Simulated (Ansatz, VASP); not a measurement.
SiGe5: VASP beside Ansatz

```xyz
12
Lattice="4.0463 0.0000 0.0000 -2.0232 3.5042 0.0000 0.0000 0.0000 19.6720" Properties=species:S:1:pos:R:3 pbc="T T T"
Si    0.0000    2.3361    0.3485
Si    2.0232    1.1681   19.3235
Ge    2.0232    1.1681   16.8928
Ge    0.0000    2.3361    2.7792
Ge    0.0000    0.0000   16.0619
Ge    0.0000    0.0000   13.5761
Ge    0.0000    0.0000    3.6102
Ge    0.0000    0.0000    6.0959
Ge    0.0000    2.3361   10.2541
Ge    2.0232    1.1681    9.4179
Ge    2.0232    1.1681    6.9298
Ge    0.0000    2.3361   12.7422
```

Alike in both runs: functional PBE; k mesh 5 × 5 × 1; occupations gaussian, width 0.2 eV; no spin polarisation.

Ansatz relaxed the structure, and its values are those at the end. VASP's run is a single point on that final structure, the one shown.

```csv
,VASP,Ansatz
version,VASP 6.6.1,Ansatz 0.2.0
potentials or method,"VASP PAW PBE potentials, release 64 (Si, Ge_d), cutoff 520 eV","scalar-relativistic, plane waves, PAW"
valence electrons in the cell,148,148
```

```csv
,VASP,Ansatz,Ansatz less VASP
gap on the k mesh at the Fermi level (eV),none,none,-
pressure (GPa),0.1,0.1,+0.06
rms of the force components (eV/Å),0.017,0.016,-0.0007
```

A gap of «none» marks a metal or a gap that the smearing closes. The functional is the same, so the differences come from potentials, cutoffs and numerics.
